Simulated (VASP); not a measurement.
# P: single point with PBE+D3(BJ)

P:

```
CELL_PARAMETERS angstrom
1.66126 -5.09576 0.00000
1.66126 5.09576 0.00000
0.00000 0.00000 4.16686
ATOMIC_POSITIONS crystal
P 0.10638 0.89362 0.92810
P 0.60638 0.39362 0.57190
P 0.89362 0.10638 0.07190
P 0.39362 0.60638 0.42810
```

- Program: VASP 6.6.1
- Task: single point
- Functional: PBE
- Dispersion: D3(BJ)
- Potentials or basis: VASP PAW PBE potentials, release 64 (P)
- Cutoff: 520 eV
- k mesh: 16 × 16 × 12
- Occupations: gaussian, width 0.15 eV
- Spin: no spin polarisation

```
Pressure                   : -0.4 GPa
Largest force              : 0.061 eV/Å
Band gap on the k mesh     : zero (bands 10 and 11 overlap by 0.24 eV)
Dispersion energy per atom : -0.398 eV
```

Forces in eV/Å, atoms in the order of the input:
```
P    0.000  0.039 -0.048
P    0.000  0.039  0.048
P    0.000 -0.039  0.048
P    0.000 -0.039 -0.048
```

Levels at points of the mesh, in eV from the Fermi level:
```csv
k point,band 7,band 8,band 9,band 10,band 11,band 12,band 13,band 14
"(0.00, 0.00, 0.00)",-4.09,-2.88,-2.68,-1.40,1.02,1.23,1.88,3.43
"(0.50, 0.00, 0.00)",-3.23,-3.23,-2.68,-2.68,0.79,0.79,1.07,1.07
"(0.50, 0.50, 0.00)",-4.38,-2.18,-1.84,-0.38,0.44,0.65,2.45,3.13
"(0.00, 0.00, 0.50)",-3.10,-3.10,-0.89,-0.89,1.45,1.45,2.20,2.20
"(0.50, 0.00, 0.50)",-5.77,-5.77,-2.12,-2.12,1.60,1.60,4.73,4.73
"(0.50, 0.50, 0.50)",-2.44,-2.44,-1.27,-1.27,1.31,1.31,2.71,2.71
```

It took 13 min on 1 thread of Intel Xeon 8259CL, on a shared host, peak memory 0.55 GiB.
